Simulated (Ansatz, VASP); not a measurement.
**RbBr: VASP beside Ansatz**

```xyz
2
Lattice="0.0000 3.4249 3.4420 3.4249 0.0000 3.4420 3.4249 3.4249 0.0000" Properties=species:S:1:pos:R:3 pbc="T T T"
Rb    0.0000    0.0000    0.0000
Br    3.4249    3.4249    3.4420
```

Change from the starting cell: z stretched by +0.5 %, x and y held.

Alike in both runs: task single point; functional PBEsol; k mesh 6 × 6 × 6; non-collinear spin, spin-orbit coupling.

|  | VASP | Ansatz |
| --- | --- | --- |
| version | VASP 6.6.1 | Ansatz 0.2.0 |
| potentials or method | VASP PAW PBE potentials, release 64 (Rb_sv, Br), cutoff 520 eV | all-electron LAPW |
| occupations | gaussian, width 0.01 eV | fixed |

```csv
,VASP,Ansatz,Ansatz less VASP
pressure (GPa),-0.1,-0.1,-0.04
"traceless stress, the component that is largest in VASP (GPa)",-0.09,-0.09,+0.002
```

VASP's potentials were made for PBE, not for PBEsol. Ansatz ran all-electron here, and VASP with PAW potentials.
